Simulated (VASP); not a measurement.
SrO, 2 atoms in the cell. It takes space group Pm-3m (No. 221, cubic). The conventional cell has a = 3.103 Å, b = 3.103 Å, c = 3.103 Å, α = 90.00°, β = 90.00°, γ = 90.00°. Sr (site symmetry m-3m) has 8 O at 2.69 Å and 6 Sr at 3.10 Å within 3.5 Å. O (site symmetry m-3m) has 8 Sr at 2.69 Å and 6 O at 3.10 Å within 3.5 Å. 

| Property | Result |
| --- | --- |
| Program | VASP 6.6.1 |
| Task | single point |
| Functional | PBE-based screened hybrid with 5 % exact exchange |
| Potentials or basis | VASP PAW PBE potentials, release 64 (Sr_sv, O) |
| Cutoff | 520 eV |
| k mesh | 4 × 4 × 4 |
| Occupations | gaussian, width 0.01 eV |
| Spin | no spin polarisation |
| Dipole correction | no |
| Grid for exact exchange (PRECFOCK) | Normal |
| Share of exact exchange | 0.05 |
| Further INCAR settings | ALGO = Normal; EDIFF = 1e-07; NBANDS = 15 |
| Screening parameter | 0.3 1/Å |

Potentials or basis: VASP PAW PBE potentials, release 64 (Sr_sv, O).

Command:

```sh
$ cat potpaw_PBE.64/Sr_sv/POTCAR potpaw_PBE.64/O/POTCAR > POTCAR
$ cp INCAR.step1 INCAR
$ mpirun -np 1 vasp_std > vasp.out
$ cp INCAR.step2 INCAR
$ mpirun -np 1 vasp_std > vasp.out
```

Hardware: 1 thread of Intel(R) Xeon(R) 6975P-C (Granite Rapids) (shared host).

**Question.** How long does it take, and how much memory?

**Answer.** Run time: 91 s on 1 thread of Intel(R) Xeon(R) 6975P-C (Granite Rapids), with other jobs on the host, peak memory 0.25 GiB. Counts: k points 10.
